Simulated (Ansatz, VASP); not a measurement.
# Two plane-wave programs on SiO2

Contents of INCAR:

```
PREC = Accurate ; ENCUT = 520
EDIFF = 1E-6 ; ISMEAR = 0
SIGMA = 0.05 ; LREAL = False
LASPH = True ; NELM = 100
ALGO = Normal ; ISIF = 2
LWAVE = False ; LCHARG = False
GGA = PS ; NBANDS = 34
```

KPOINTS

```
Automatic mesh
0
Gamma
  6 6 4
```

Contents of POSCAR:

```
SiO2
1.0
    5.3469344280      0.0000000000      0.0000000000
   -2.6734672140      4.6305810470      0.0000000000
    0.0000000000      0.0000000000      5.5583697557
Si O
3 6
Direct
    0.0000000000      0.5000000000      0.3333333333
    0.5000000000      0.5000000000      0.6666666667
    0.5000000000      0.0000000000      0.0000000000
    0.5845091965      0.7922545982      0.8333333333
    0.7922545982      0.5845091965      0.5000000000
    0.7922545982      0.2077454018      0.1666666667
    0.4154908035      0.2077454018      0.8333333333
    0.2077454018      0.4154908035      0.5000000000
    0.2077454018      0.7922545982      0.1666666667
```

Input for Ansatz:

```yaml
crystal:
  lattice:
    - [5.346934428, 0.0, 0.0]
    - [-2.673467214, 4.630581047, 0.0]
    - [0.0, 0.0, 5.5583697557]
  atoms:
    - { symbol: Si, position: [0.0, 0.5, 0.3333333333] }
    - { symbol: Si, position: [0.5, 0.5, 0.6666666667] }
    - { symbol: Si, position: [0.5, 0.0, 0.0] }
    - { symbol: O, position: [0.5845091965, 0.7922545982, 0.8333333333] }
    - { symbol: O, position: [0.7922545982, 0.5845091965, 0.5] }
    - { symbol: O, position: [0.7922545982, 0.2077454018, 0.1666666667] }
    - { symbol: O, position: [0.4154908035, 0.2077454018, 0.8333333333] }
    - { symbol: O, position: [0.2077454018, 0.4154908035, 0.5] }
    - { symbol: O, position: [0.2077454018, 0.7922545982, 0.1666666667] }
basis:
  ecutwfc: 420
kpoints:
  mp_grid: { grid: [6, 6, 4] }
hamiltonian:
  xc: pbesol
scf:
  occupations: { method: gaussian, width: 0.05 }
output:
  forces: true
  stress: true
  eigenvalues: true
```

Change from the starting cell: strain +0.0525 x Voigt [1, 1, 0, 0, 0, 0], atoms carried along.

Alike in both runs: task single point; functional PBEsol; k mesh 6 × 6 × 4; occupations gaussian, width 0.05 eV; no spin polarisation.

|  | VASP | Ansatz |
| --- | --- | --- |
| version | VASP 6.6.1 | Ansatz 0.2.0 |
| potentials or method | VASP PAW PBE potentials, release 64 (Si, O), cutoff 520 eV | scalar-relativistic, plane waves, PAW |
| valence electrons in the cell | 48 | 48 |

Ansatz gave:

| Property | Result |
| --- | --- |
| gap on the k mesh at the Fermi level (eV) | 4.77 |
| least direct gap on the mesh (eV) | 5.04 |
| pressure (GPa) | -15.0 |
| traceless stress, the component that is largest in VASP (GPa) | 2.66 |
| rms of the force components (eV/Å) | 0.332 |

Q: Estimate VASP's values.

A: gap on the k mesh at the Fermi level (eV): 4.77; least direct gap on the mesh (eV): 5.04; pressure (GPa): -14.7; traceless stress, the component that is largest in VASP (GPa): 2.66; rms of the force components (eV/Å): 0.333.

VASP's potentials were made for PBE, not for PBEsol. Atom by atom the forces differ by 0.001 eV/Å (rms over components). The functional is the same, so the differences come from potentials, cutoffs and numerics.
